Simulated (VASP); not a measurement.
# B (P6_3/mmc) in VASP: further runs

Runs on B. Level: PBEsol. Tasks: single point, relaxation of cell and atoms.

Everything below comes from runs of VASP 6.6.1. Logs are shortened: lines on timing, memory, paths and dates and some standing lists are left out, and cuts for length are marked.

## 1. The cell of the first run

It takes space group P6_3/mmc (No. 194, hexagonal). The conventional cell has a = 1.639 Å, b = 1.639 Å, c = 6.869 Å, α = 90.00°, β = 90.00°, γ = 120.00°. B (site symmetry -6m2) has 6 B at 1.64 Å within 2.2 Å.

## 2. Single point, PBEsol (volume scaled by 0.88)

File INCAR:

```
SYSTEM = B
ALGO = Normal
EDIFF = 1E-7
ENCUT = 520
GGA = PS
ISIF = 2
ISMEAR = -1
LASPH = .True.
LCHARG = .True.
LELF = .True.
LREAL = .False.
LVHAR = .True.
LWAVE = .False.
NBANDS = 10
NELM = 60
PREC = Accurate
SIGMA = 0.1
```

File KPOINTS:

```
k-points
0
Gamma
  23 23 5
  0 0 0
```

File POSCAR:

```
B
1.0
    1.6385127554      0.0000000000      0.0000000000
   -0.8192563777      1.4189936706      0.0000000000
    0.0000000000      0.0000000000      6.8694994788
B
2
Direct
    0.3333333333      0.6666666667      0.2500000000
    0.6666666667      0.3333333333      0.7500000000
```

Potentials or basis: VASP PAW PBE potentials, release 64 (B).

Run with:

```sh
cat potpaw_PBE.64/B/POTCAR > POTCAR
mpirun -np 1 vasp_std > vasp.out
```

OUTCAR:

```text
SYSTEM = B
   EDIFF = 1E-7
   ENCUT = 520
   GGA = PS
   ISIF = 2
   ISMEAR = -1
   LASPH = .True.
   LREAL = .False.
   NELM = 60
   PREC = Accurate

 ion  position               nearest neighbor table
   1  0.333  0.667  0.250-
   2  0.667  0.333  0.750-

  LATTYP: Found a hexagonal cell.
 ALAT       =     1.6385127554
 C/A-ratio  =     4.1925212093

  Lattice vectors:

 A1 = (   1.6385127554,   0.0000000000,   0.0000000000)
 A2 = (  -0.8192563777,   1.4189936706,   0.0000000000)
 A3 = (   0.0000000000,   0.0000000000,   6.8694994788)

Analysis of symmetry for initial positions (statically):
=====================================================================
 Subroutine PRICEL returns:
 Original cell was already a primitive cell.

 Routine SETGRP: Setting up the symmetry group for a
 hexagonal supercell.

 Subroutine GETGRP returns: Found 24 space group operations
 (whereof 12 operations were pure point group operations)
 out of a pool of 24 trial point group operations.

The static configuration has the point symmetry D_3d.
 The point group associated with its full space group is D_6h.

Analysis of symmetry for dynamics (positions and initial velocities):
=====================================================================
 Subroutine PRICEL returns:
 Original cell was already a primitive cell.

 Routine SETGRP: Setting up the symmetry group for a
 hexagonal supercell.

 Subroutine GETGRP returns: Found 24 space group operations
 (whereof 12 operations were pure point group operations)
 out of a pool of 24 trial point group operations.

The dynamic configuration has the point symmetry D_3d.
 The point group associated with its full space group is D_6h.

 Subroutine INISYM returns: Found 24 space group operations
 (whereof 12 operations are pure point group operations),
 and found     1 'primitive' translations

----------------------------------------------------------------------------------------

                                     Primitive cell

  volume of cell :      15.9719

  direct lattice vectors                    reciprocal lattice vectors
     1.638512755  0.000000000  0.000000000     0.610309561  0.352362389  0.000000000
    -0.819256378  1.418993671  0.000000000     0.000000000  0.704724778  0.000000000
     0.000000000  0.000000000  6.869499479     0.000000000  0.000000000  0.145571013

  length of vectors
[... 87 lines left out ...]
   NFREE  =      0    steps in history (QN), initial steepest desc. (CG)
   ISIF   =      2    stress and relaxation
   ISYM   =      2    0-nonsym 1-usesym 2-fastsym
   POTIM  = 0.5000    time-step for ionic-motion
   TEBEG  =    0.0;   TEEND  =   0.0 temperature during run
   PSTRESS=    0.0 pullay stress
   NELECT =       6.0000    total number of electrons
   NUPDOWN=      -1.0000    fix difference up-down
   EMIN   =  10.00;   EMAX   =-10.00  energy-range for DOS
   EFERMI =   0.00;   METHOD = LEGACY
   ISMEAR =    -1;   SIGMA  =   0.10  broadening in eV -4-tet -1-fermi 0-gaus
   EFERMI_NEDOS =   21; number of points for ismear=-14 and -15
   IALGO  =     38    algorithm
   IMIX   =      4    mixing-type and parameters
     AMIX     =   0.40;   BMIX     =  1.00
     AMIX_MAG =   1.60;   BMIX_MAG =  1.00
  volume/ion in A,a.u.               =       7.99        53.89
  Fermi-wavevector in a.u.,A,eV,Ry     =   1.181245  2.232230 18.984762  1.395341
  Thomas-Fermi vector in A             =   2.317522
   LORBIT       =      0    0 simple, 1 ext, 2 COOP (PROOUT), +10 PAW based schemes
   GGA     = PS    functional components
   LHFCALC =     F    Hartree Fock is set to
   AEXX    =    0.0000 exact exchange contribution
   IVDW    =     0    specifies the selected vdW correction
   LEPSILON=     F    determine dielectric tensor
   LRPA    =     F    only Hartree local field effects (RPA)
 non-spin polarized calculation
  energy-cutoff  :      520.00
  volume of cell :       15.97
 maximum number of plane-waves:       448
 NGX is ok and might be reduce to    12
   NGX =  5   NGY =  5   NGZ = 25

 number of electron       6.0000000 magnetization

 Free energy of the ion-electron system (eV)
  ---------------------------------------------------
  ext. energy  EPLUGINS =         0.00000000
  ---------------------------------------------------
  free energy    TOTEN  =       -12.44966777 eV

  energy without entropy =      -12.43962805  energy(sigma->0) =      -12.44464791

 E-fermi :   6.4914     XC(G=0): -10.8116

 val. band max:        6.4756478717   @ k =   0.3913   0.2174   0.0000
 cond. band min:       6.5348076298   @ k =   0.3478   0.0000   0.4000
 fundamental gap:      0.0591597581
 Fermi energy:         6.4914474379

 k-point     1 :       0.0000    0.0000    0.0000
  band No.  band energies     occupation
      1     -11.7636      2.00000
      2     -11.2933      2.00000
      3      -3.3741      2.00000
      4      -0.9472      2.00000
      5       8.5069      0.00000
      6      16.1776      0.00000
      7      21.6324      0.00000
      8      34.0812      0.00000
      9      34.0830      0.00000
     10      34.0873      0.00000
[... 287 lines left out ...]
 k-point    24 :       0.0870    0.0870    0.0000
  band No.  band energies     occupation
      1     -10.6713      2.00000
      2     -10.2493      2.00000
      3      -1.7301      2.00000
      4       0.6688      2.00000
      5       9.8440      0.00000
      6      17.7457      0.00000
      7      21.9416      0.00000
      8      29.6168      0.00000
      9      29.6356      0.00000
     10      29.8645      0.00000

 [... further k-points ...]

------------------------ aborting loop because EDIFF is reached ----------------------------------------

  FORCE on cell =-STRESS in cart. coord.  units (eV):
  Direction    XX          YY          ZZ          XY          YZ          ZX
  --------------------------------------------------------------------------------------
  -------------------------------------------------------------------------------------
  Total        4.3340054      4.3340054      0.0652101      0.0000000     -0.0000000      0.0000000
  in kB      434.7550661    434.7550661      6.5413874      0.0000000     -0.0000000      0.0000000
  external PRESSURE =     292.0171732 kB  Pullay stress =       0.0000000 kB

 VOLUME and BASIS-vectors are now :
 -----------------------------------------------------------------------------
  energy-cutoff  :      520.00
  volume of cell :       15.97
      direct lattice vectors                 reciprocal lattice vectors
     1.638512755  0.000000000  0.000000000     0.610309561  0.352362389  0.000000000
    -0.819256378  1.418993671  0.000000000     0.000000000  0.704724778  0.000000000
     0.000000000  0.000000000  6.869499479     0.000000000  0.000000000  0.145571013

 POSITION                                       TOTAL-FORCE (eV/Angst)
 -----------------------------------------------------------------------------------
     -0.00000      0.94600      1.71737         0.000000     -0.000000      0.000000
      0.81926      0.47300      5.15212        -0.000000      0.000000      0.000000
 -----------------------------------------------------------------------------------
    total drift:                               -0.000000      0.000000     -0.000000

  FREE ENERGIE OF THE ION-ELECTRON SYSTEM (eV)
  ---------------------------------------------------
  free  energy   TOTEN  =       -12.4496677716 eV

  energy  without entropy=      -12.4396280547  energy(sigma->0) =      -12.44464791
```

OSZICAR:

```text
N       E                     dE             d eps       ncg     rms          rms(c)
DAV:   1     0.521685600850E+01    0.52169E+01   -0.32959E+03  3504   0.527E+02
DAV:   2    -0.133599725293E+02   -0.18577E+02   -0.17705E+02  4370   0.114E+02
DAV:   3    -0.136599376862E+02   -0.29997E+00   -0.29574E+00  4262   0.107E+01
DAV:   4    -0.136604066179E+02   -0.46893E-03   -0.46891E-03  3924   0.478E-01
DAV:   5    -0.136604071710E+02   -0.55314E-06   -0.55344E-06  4070   0.158E-02    0.534E+00
DAV:   6    -0.127122485893E+02    0.94816E+00   -0.78129E-01  3500   0.413E+00    0.289E+00
DAV:   7    -0.124488870690E+02    0.26336E+00   -0.68493E-01  3622   0.376E+00    0.638E-01
DAV:   8    -0.124497290918E+02   -0.84202E-03   -0.35658E-03  3782   0.501E-01    0.802E-02
DAV:   9    -0.124496437367E+02    0.85355E-04   -0.42243E-04  3572   0.952E-02    0.236E-02
DAV:  10    -0.124496674353E+02   -0.23699E-04   -0.20924E-05  3940   0.304E-02    0.250E-03
DAV:  11    -0.124496677906E+02   -0.35532E-06   -0.35105E-07  3988   0.388E-03    0.829E-04
DAV:  12    -0.124496677716E+02    0.19028E-07   -0.18458E-08  2654   0.938E-04
   1 F= -.12449668E+02 E0= -.12444648E+02  d E =-.100397E-01
```

stdout:

```text
POSCAR found type information on POSCAR B
 POSCAR found :  1 types and       2 ions
 scaLAPACK will be used
 -----------------------------------------------------------------------------
|                                                                             |
|                                                                             |
|     You enforced a specific xc type in the INCAR file but a different       |
|     I HOPE YOU KNOW WHAT YOU ARE DOING!                                     |
|                                                                             |
 -----------------------------------------------------------------------------

 LDA part: xc-table for (Slater+PW92), standard interpolation
 POSCAR, INCAR and KPOINTS ok, starting setup
 FFT: planning ... GRIDC
 FFT: planning ... GRID_SOFT
 FFT: planning ... GRID
 WAVECAR not read
 entering main loop
```

Wall time 23 s (1 thread of AMD EPYC 7R43 (Zen 3), shared host); peak memory 0.1 GiB.

Results:

```yaml
Free_energy: -12.4497 eV
Pressure: 29.2 GPa
Band_gap_on_the_k_mesh: zero (band 3 reaches 9.78 eV, above the bottom of band 4 at -1.92 eV)
```

Stress tensor (GPa, compression positive):
```
43.48  0.00  0.00
 0.00 43.48  0.00
 0.00  0.00  0.65
```

Caveat: the cell differs from its parent crystal (volume scaled by 0.88); the PAW data sets were made with another functional, which shifts forces and pressure a little.

## 3. Single point, PBEsol (volume scaled by 0.92)

File INCAR:

```
SYSTEM = B
PREC = Accurate
ENCUT = 520
EDIFF = 1E-6
ISMEAR = -1
SIGMA = 0.1
LREAL = .FALSE.
LASPH = .TRUE.
NELM = 60
ALGO = Normal
ISIF = 2
LWAVE = .FALSE.
LCHARG = .TRUE.
GGA = PS
LELF = .TRUE.
LVHAR = .TRUE.
NBANDS = 10
```

File KPOINTS:

```
Automatic mesh
0
G
  23 23 5
  0 0 0
```

File POSCAR:

```
B
1.0
    1.6629717756      0.0000000000      0.0000000000
   -0.8314858878      1.4401758035      0.0000000000
    0.0000000000      0.0000000000      6.9720444400
B
2
Direct
    0.3333333333      0.6666666667      0.2500000000
    0.6666666667      0.3333333333      0.7500000000
```

Potentials or basis: VASP PAW PBE potentials, release 64 (B).

Run with:

```sh
cat potpaw_PBE.64/B/POTCAR > POTCAR
mpirun -np 1 vasp_std > vasp.out
```

It took 20 s on 1 thread of AMD EPYC 7R43 (Zen 3), shared host; peak memory 0.1 GiB.

Results (log left out):

* Free energy: -12.5551 eV
* Pressure: 17.4 GPa
* Band gap on the k mesh: zero (band 3 reaches 9.25 eV, above the bottom of band 4 at -2.00 eV)

Stress tensor (GPa, compression positive):
```
25.97  0.00  0.00
 0.00 25.97  0.00
 0.00  0.00  0.18
```

Levels at points of the mesh, in eV from the Fermi level:
| k point | band 1 | band 2 | band 3 | band 4 | band 5 | band 6 | band 7 | band 8 | band 9 |
| --- | --- | --- | --- | --- | --- | --- | --- | --- | --- |
| (0.00, 0.00, 0.00) | -17.91 | -17.48 | -9.49 | -7.18 | 2.08 | 9.49 | 14.78 | 26.47 | 26.48 |

Caveat: the cell differs from its parent crystal (volume scaled by 0.92); the PAW data sets were made with another functional, which shifts forces and pressure a little; this functional lacks dispersion, which binds the layers, so the pressure and a relaxed spacing across them are unreliable.

## 4. Single point, PBEsol

This run uses another cell than the first one, of 9.07 Å³/atom, 1.136 times its volume.

File INCAR:

```
SYSTEM = B
  PREC = Accurate
  ENCUT = 520
  EDIFF = 1E-6
  ISMEAR = -1
  SIGMA = 0.1
  LREAL = .False.
  LASPH = .True.
  NELM = 60
  ALGO = Normal
  ISIF = 2
  LWAVE = .False.
  LCHARG = .False.
  GGA = PS
  NBANDS = 10
```

File KPOINTS:

```
regular mesh
0
Gamma
  17 17 9
  0 0 0
```

File POSCAR:

```
B
1.0
    1.7098405110      0.0000000000      0.0000000000
   -0.8549202555      1.4807653189      0.0000000000
    0.0000000000      0.0000000000      7.1685426072
B
2
Direct
    0.3333333333      0.6666666667      0.2500000000
    0.6666666667      0.3333333333      0.7500000000
```

Run with:

```sh
cat potpaw_PBE.64/B/POTCAR > POTCAR
mpirun -np 1 vasp_std > vasp.out
```

It took 36 s on 1 thread of AMD EPYC 7R43 (Zen 3), shared host; peak memory 0.1 GiB.

It converged, with:

```yaml
Free_energy: -12.6068 eV
Pressure: 0.2 GPa
Band_gap_on_the_k_mesh: zero (band 3 reaches 8.30 eV, above the bottom of band 4 at -2.27 eV)
```

Stress tensor (GPa, compression positive):
```
 0.31  0.00  0.00
 0.00  0.31  0.00
 0.00  0.00 -0.03
```

Levels at points of the mesh, in eV from the Fermi level:
| k point | band 2 | band 3 | band 4 | band 5 | band 6 | band 7 |
| --- | --- | --- | --- | --- | --- | --- |
| (0.00, 0.00, 0.00) | -16.66 | -8.63 | -6.51 | 2.35 | 9.32 | 14.33 |

Caveat: the PAW data sets were made with another functional, which shifts forces and pressure a little; this functional lacks dispersion, which binds the layers, so the pressure and a relaxed spacing across them are unreliable.

## 5. Single point, PBEsol (volume scaled by 1.04)

File INCAR:

```
SYSTEM = B
PREC = Accurate
ENCUT = 520
EDIFF = 1E-6
ISMEAR = -1
SIGMA = 0.1
LREAL = .False.
LASPH = .True.
NELM = 80
ALGO = Normal
ISIF = 2
LWAVE = .False.
LCHARG = .False.
GGA = PS
NBANDS = 10
```

File KPOINTS:

```
Automatic mesh
0
Gamma
  23 23 5
  0 0 0
```

File POSCAR:

```
B
1.0
    1.7323409927      0.0000000000      0.0000000000
   -0.8661704964      1.5002513077      0.0000000000
    0.0000000000      0.0000000000      7.2628763541
B
2
Direct
    0.3333333333      0.6666666667      0.2500000000
    0.6666666667      0.3333333333      0.7500000000
```

Run with:

```sh
cat potpaw_PBE.64/B/POTCAR > POTCAR
mpirun -np 1 vasp_std > vasp.out
```

It took 25 s on 1 thread of AMD EPYC 7R43 (Zen 3), shared host; peak memory 0.1 GiB.

The run converged. Its results:

```
Free energy            : -12.6062 eV
Pressure               : -7.8 GPa
Band gap on the k mesh : zero (band 3 reaches 7.92 eV, above the bottom of band 4 at -2.21 eV)
```

Stress tensor (GPa, compression positive):
```
-11.30   0.00   0.00
  0.00 -11.30   0.00
  0.00   0.00  -0.78
```

Levels at points of the mesh, in eV from the Fermi level:
```csv
k point,band 1,band 2,band 3,band 4,band 5,band 6
"(0.00, 0.00, 0.00)",-17.00,-16.66,-8.52,-6.52,2.24,8.98
```

Caveat: the cell differs from its parent crystal (volume scaled by 1.04); the PAW data sets were made with another functional, which shifts forces and pressure a little; this functional lacks dispersion, which binds the layers, so the pressure and a relaxed spacing across them are unreliable.

(Continued in part 2 of 2.)
